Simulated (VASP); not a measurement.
GeCl3:

```
Ge Cl
1.0
     4.49970    0.00000    0.00000
    -0.00032    5.57877    0.00000
    -0.13961   -0.14638   11.12078
Ge Cl
2 6
Direct
  0.50629 0.45424 0.69521
  0.49622 0.54590 0.19099
  0.49914 0.26417 0.52196
  0.49251 0.74136 0.02191
  0.50724 0.17279 0.82984
  0.50184 0.82202 0.33191
  0.99253 0.62502 0.70803
  0.00423 0.37450 0.20015
```

```yaml
Program: VASP 6.6.1
Task: relaxation of cell and atoms
Functional: PBE
Potentials_or_basis: VASP PAW PBE potentials, release 64 (Ge_d, Cl)
Cutoff: 600 eV
k_mesh: 4 × 4 × 2
Occupations: gaussian, width 0.1 eV
Spin: no spin polarisation
```

At the start: pressure 0.2 GPa; volume 34.90 Å³/atom.

**Question.** How do energy, volume and symmetry change on relaxing?

**Answer.** Over 24 steps the energy falls by 4.7 meV/atom and the volume is 37.96 Å³/atom (+8.8 %); space group P1 (No. 1, to 0.1 Å) before and after.

The path:
| step | energy change (eV) | largest force (eV/Å) | pressure (GPa) | volume (Å³) |
| --- | --- | --- | --- | --- |
| 1 | 0.0000 | 0.1164 | 0.25 | 279.16 |
| 2 | -0.0057 | 0.1456 | 0.05 | 281.34 |
| 3 | -0.0076 | 0.2382 | -0.17 | 283.86 |
| 4 | -0.0103 | 0.2227 | -0.17 | 284.46 |
| 5 | -0.0169 | 0.1814 | -0.14 | 286.27 |
| 6 | -0.0239 | 0.1261 | -0.05 | 289.89 |
| 7 | -0.0243 | 0.1192 | -0.02 | 291.04 |
| 8 | -0.0259 | 0.0986 | 0.02 | 291.12 |
| 9 | -0.0275 | 0.1225 | 0.13 | 291.30 |
| 10 | -0.0288 | 0.1000 | 0.11 | 291.87 |
| 11 | -0.0312 | 0.1222 | 0.05 | 293.58 |
| 12 | -0.0294 | 0.3366 | -0.05 | 297.02 |
| 13 | -0.0316 | 0.1802 | 0.02 | 294.63 |
| 14 | -0.0330 | 0.1398 | 0.04 | 295.38 |
| 15 | -0.0341 | 0.0747 | 0.08 | 296.67 |
| 16 | -0.0341 | 0.0671 | 0.08 | 296.85 |
| 17 | -0.0348 | 0.0477 | 0.05 | 297.71 |
| 18 | -0.0353 | 0.0741 | -0.01 | 299.40 |
| 19 | -0.0360 | 0.0607 | -0.02 | 300.01 |
| 20 | -0.0372 | 0.0428 | -0.03 | 301.85 |
| 21 | -0.0367 | 0.1111 | -0.05 | 305.52 |
| 22 | -0.0375 | 0.0696 | -0.04 | 303.35 |
| 23 | -0.0379 | 0.0534 | 0.03 | 303.76 |
| 24 | -0.0379 | 0.0385 | 0.02 | 303.68 |

Final structure:
```xyz
8
Lattice="4.4800 0.0102 0.0016 0.0110 5.8164 -0.0055 -0.1356 -0.1638 11.6544" Properties=species:S:1:pos:R:3 pbc="T T T"
Ge    2.1579    2.4817    8.0844
Ge    2.2161    3.2002    2.2119
Cl    2.1596    1.4518    6.1594
Cl    2.2128    4.3095    0.3306
Cl    2.1590    0.9345    9.6284
Cl    2.2111    4.6809    3.8135
Cl    4.3899    3.4550    8.2308
Cl   -0.0171    2.2192    2.3161
```
